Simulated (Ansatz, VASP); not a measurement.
**CdSe in VASP and in Ansatz**

```
Cd Se
1.0
     0.00000    3.04338    3.04338
     3.04338    0.00000    3.04338
     2.81289    2.81289    0.23049
Cd Se
1 1
Direct
  0.00000 0.00000 0.00000
  0.75000 0.75000 0.75000
```

Alike in both runs: task single point; functional PBE; k mesh 10 × 10 × 10; occupations gaussian, width 0.05 eV; no spin polarisation.

```csv
,VASP,Ansatz
version,VASP 6.6.1,Ansatz 0.2.0
potentials or method,"VASP PAW PBE potentials, release 64 (Cd, Se), cutoff 520 eV","scalar-relativistic, plane waves, PAW"
valence electrons in the cell,18,36
```

|  | VASP | Ansatz | Ansatz less VASP |
| --- | --- | --- | --- |
| gap on the k mesh at the Fermi level (eV) | 0.72 | 0.72 | -0.004 |
| least direct gap on the mesh (eV) | 0.72 | 0.72 | -0.004 |
| pressure (GPa) | 14.3 | 13.7 | -0.61 |
| traceless stress, the component that is largest in VASP (GPa) | 7.32 | 7.14 | -0.172 |
| rms of the force components (eV/Å) | 1.354 | 1.313 | -0.0406 |

Atom by atom the forces differ by 0.041 eV/Å (rms over components). The functional is the same, so the differences come from potentials, cutoffs and numerics. VASP's potentials hold 18 valence electrons a cell and Ansatz's 36, so a difference there can come from the potentials and not from the codes.
